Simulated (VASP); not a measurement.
Here is a VASP 6.6.1 calculation.

Contents of POSCAR:

```
NbH
1.0
   -1.5797220593      1.5797220593      1.9506622811
    1.5797220593     -1.5797220593      1.9506622811
    1.5797220593      1.5797220593     -1.9506622811
Nb H
1 1
Direct
    0.0000000000      0.0000000000      0.0000000000
    0.5000000000      0.5000000000      0.0000000000
```

The input INCAR.step1:

```
SYSTEM = NbH
  PREC = Accurate
  ENCUT = 520
  ISMEAR = -1
  SIGMA = 0.1
  LREAL = .False.
  LASPH = .True.
  NELM = 60
  NBANDS = 14
  GGA = PE
  ALGO = Normal
  EDIFF = 1E-4
  LWAVE = .True.
  LCHARG = .False.
```

INCAR.step2

```
SYSTEM = NbH
  PREC = Accurate
  ENCUT = 520
  EDIFF = 1E-6
  ISMEAR = -1
  SIGMA = 0.1
  LREAL = .False.
  LASPH = .True.
  NELM = 60
  ALGO = Normal
  ISIF = 2
  LWAVE = .False.
  LCHARG = .False.
  METAGGA = R2SCAN
  LMIXTAU = .True.
  NBANDS = 14
  ISTART = 1
```

KPOINTS

```
regular mesh
0
Gamma
  10 10 10
  0 0 0
```

Potentials or basis: VASP PAW PBE potentials, release 64 (Nb_sv, H).

The run is started by

```console
$ cat potpaw_PBE.64/Nb_sv/POTCAR potpaw_PBE.64/H/POTCAR > POTCAR
$ cp INCAR.step1 INCAR
$ mpirun -np 1 vasp_std > vasp.out
$ cp INCAR.step2 INCAR
$ mpirun -np 1 vasp_std > vasp.out
```

Problem. Estimate the pressure.

Solution. 6.4 GPa.

Problem. What does it give for the band gap on the k mesh?

Solution. Zero (bands 7 and 8 overlap by 4.38 eV).

Stress tensor (GPa, compression positive):
```
6.49 0.00 0.00
0.00 6.49 0.00
0.00 0.00 6.31
```

Caveat: the cell stands under pressure; the PAW data sets were made with another functional, which shifts forces and pressure a little.
